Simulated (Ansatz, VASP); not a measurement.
**One calculation of Pd, two programs**

INCAR

```
PREC = Accurate
ENCUT = 520
EDIFF = 1E-8
ISMEAR = -1
SIGMA = 0.05
LREAL = False
LASPH = True
NELM = 60
ALGO = Normal
ISIF = 2
LWAVE = False
LCHARG = False
GGA = PE
LEFG = True
NBANDS = 11
```

KPOINTS

```
Automatic mesh
0
Gamma
  18 18 18
```

POSCAR

```
Pd
1.0
    0.0000000000      1.9254510000      1.9449000000
    1.9254510000      0.0000000000      1.9449000000
    1.9254510000      1.9254510000      0.0000000000
Pd
1
Direct
    0.0000000000      0.0000000000      0.0000000000
```

Input for Ansatz:

```yaml
crystal:
  lattice:
    - [0.0, 1.925451, 1.9449]
    - [1.925451, 0.0, 1.9449]
    - [1.925451, 1.925451, 0.0]
  atoms:
    - { symbol: Pd, position: [0.0, 0.0, 0.0] }
kpoints:
  mp_grid: { grid: [18, 18, 18] }
scf:
  occupations: { method: fermi_dirac, width: 0.05 }
hamiltonian:
  xc: pbe
  pseudopotentials: { kind: paw }
output:
  forces: true
  stress: true
  eigenvalues: true
  efg: { contact_densities: true }
```

Change from the starting cell: equal xx and yy strain of -1 %, PAW files.

Alike in both runs: task electric field gradients; functional PBE; k mesh 18 × 18 × 18; occupations fermi-dirac, width 0.05 eV; no spin polarisation.

|  | VASP | Ansatz |
| --- | --- | --- |
| version | VASP 6.6.1 | Ansatz 0.2.0 |
| potentials or method | VASP PAW PBE potentials, release 64 (Pd) | PAW with Ansatz's default frozen-core files, scalar-relativistic |
| plane-wave cutoff (eV) | 520 | 420 |
| valence electrons in the cell | 10 | 18 |

|  | VASP | Ansatz | Ansatz less VASP |
| --- | --- | --- | --- |
| pressure (GPa) | 11.7 | 12.0 | +0.38 |
| traceless stress, the component that is largest in VASP (GPa) | -0.46 | -0.47 | -0.006 |
| size of Vzz on the site where it differs most (V/Å²) | 1.2 | 1.9 | +0.69 |

VASP's potentials hold 10 valence electrons a cell and Ansatz's 18, so a difference there can come from the potentials and not from the codes.
